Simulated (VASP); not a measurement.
## GaSb: single point with r2SCAN

GaSb:

```
CELL_PARAMETERS angstrom
3.98143 0.00000 0.00000
-1.99072 3.44802 0.00000
0.00000 0.00000 6.94765
ATOMIC_POSITIONS crystal
Ga 0.00000 0.00000 0.00000
Ga 0.00000 0.00000 0.50000
Sb 0.33333 0.66667 0.25000
Sb 0.66667 0.33333 0.75000
```

```yaml
Program: VASP 6.6.1
Task: single point
Functional: r2SCAN
Potentials_or_basis: VASP PAW PBE potentials, release 64 (Ga_d, Sb)
Cutoff: 520 eV
k_mesh: 6 × 6 × 4
Occupations: fermi-dirac, width 0.02 eV
Spin: no spin polarisation
```

The pressure is 0.1 GPa. The band gap on the k mesh is zero (band 18 reaches 7.54 eV, above the bottom of band 19 at 3.57 eV).

Levels at points of the mesh, in eV from the Fermi level:
```csv
k point,band 14,band 15,band 16,band 17,band 18,band 19,band 20,band 21,band 22,band 23
"(0.00, 0.00, 0.00)",-0.36,-0.14,0.20,0.20,0.88,0.88,3.43,4.07,4.07,4.90
"(0.50, 0.00, 0.00)",-5.09,-4.79,-3.93,-2.21,0.53,1.22,1.38,2.45,3.01,4.21
"(0.00, 0.00, 0.50)",-4.86,0.57,0.57,0.57,0.57,2.44,2.44,4.10,4.10,4.10
"(0.50, 0.00, 0.50)",-6.91,-1.68,-1.68,-1.32,-1.32,-0.99,-0.99,3.30,3.30,5.69
```

Run time: 3.3 min on 1 thread of Intel(R) Xeon(R) Platinum 8259CL CPU @ 2.50GHz (Skylake/Cascade Lake), on a shared host, peak memory 0.24 GiB.

Caveat: the PAW data sets were made with another functional, which shifts forces and pressure a little; spin-orbit coupling is left out, which moves the levels of the heavy elements.
